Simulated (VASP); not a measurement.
## TaTlF4: single point with PBE

TaTlF4:

```
Ta Tl F
1.0
     3.47485    0.00000    0.00000
     0.00000    3.47485    0.00000
     0.00000    0.00000    4.76236
Ta Tl F
1 1 4
Direct
  0.50000 0.50000 0.00000
  0.50000 0.50000 0.50000
  0.50000 0.00000 0.24492
  0.00000 0.50000 0.75508
  0.50000 0.00000 0.75508
  0.00000 0.50000 0.24492
```

```
Program                : VASP 6.6.1
Task                   : single point
Functional             : PBE
Potentials or basis    : VASP PAW PBE potentials, release 64 (Ta_pv, Tl_d, F)
Cutoff                 : 520 eV
k mesh                 : 6 × 6 × 4
Occupations            : gaussian, width 0.1 eV
Spin                   : collinear spin
Starting moments       : [1.0, 0.0, 0.0, 0.0, 0.0, 0.0] μB
Dipole correction      : no
Further INCAR settings : ALGO = Normal; EDIFF = 1e-07; NBANDS = 39
```

```
Pressure                                              : 138.3 GPa
Largest force                                         : 4.060 eV/Å
Net moment                                            : 1.23 μB per cell
Site moments                                          : Ta +0.89; Tl +0.03; F +0.01 μB
Valence electrons inside the program's atomic spheres : Ta 9.29; Tl 12.07; F 6.22
```

Forces on the atoms (eV/Å):
```
Ta   0.000  0.000  0.000
Tl   0.000  0.000  0.000
F    0.000  0.000 -4.060
F    0.000  0.000  4.060
F    0.000  0.000  4.060
F    0.000  0.000 -4.060
```

Stress tensor (GPa, compression positive):
```
114.79   0.00   0.00
  0.00 114.79   0.00
  0.00   0.00 185.34
```

Levels at points of the mesh, in eV from the Fermi level:
Spin up:
```tsv
k point	band 24	band 25	band 26	band 27	band 28	band 29	band 30	band 31
(0.00, 0.00, 0.00)	-8.30	-4.02	-1.26	-0.07	2.93	3.20	3.20	5.29
(0.50, 0.00, 0.00)	-8.11	-3.45	-0.82	1.82	1.89	2.96	2.98	3.98
(0.50, 0.50, 0.00)	-7.70	-3.10	-1.37	1.42	1.42	2.85	4.49	5.24
(0.00, 0.00, 0.50)	-7.59	-3.36	-1.66	-1.34	1.53	2.84	2.84	3.10
(0.50, 0.00, 0.50)	-7.92	-2.67	-0.79	-0.75	0.74	2.78	2.82	3.87
(0.50, 0.50, 0.50)	-7.86	-2.07	-1.14	-0.43	-0.02	-0.02	2.69	6.40
```
Spin down:
```tsv
k point	band 22	band 23	band 24	band 25	band 26	band 27	band 28	band 29
(0.00, 0.00, 0.00)	-8.29	-8.26	-8.26	-3.88	0.43	0.55	3.26	3.67
(0.50, 0.00, 0.00)	-8.81	-8.51	-8.06	-3.27	0.75	2.30	2.51	3.13
(0.50, 0.50, 0.00)	-8.29	-7.99	-7.60	-2.74	-0.01	1.91	1.91	3.21
(0.00, 0.00, 0.50)	-7.79	-7.79	-7.58	-3.05	-1.61	0.35	2.19	3.30
(0.50, 0.00, 0.50)	-8.84	-7.91	-7.90	-2.23	-0.76	0.81	1.17	3.19
(0.50, 0.50, 0.50)	-7.94	-7.83	-7.76	-1.49	-0.40	0.26	0.43	0.43
```

Run time: 2.3 min on 1 thread of Intel(R) Xeon(R) Platinum 8259CL CPU @ 2.50GHz (Skylake/Cascade Lake) (shared host), peak memory 0.26 GiB.

Caveat: the stress differs along the axes, from 115 to 185 GPa; spin-orbit coupling is left out, which moves the levels of the heavy elements; forces of over 1 eV/Å act on the atoms, so gaps and moduli don't describe the material at rest.
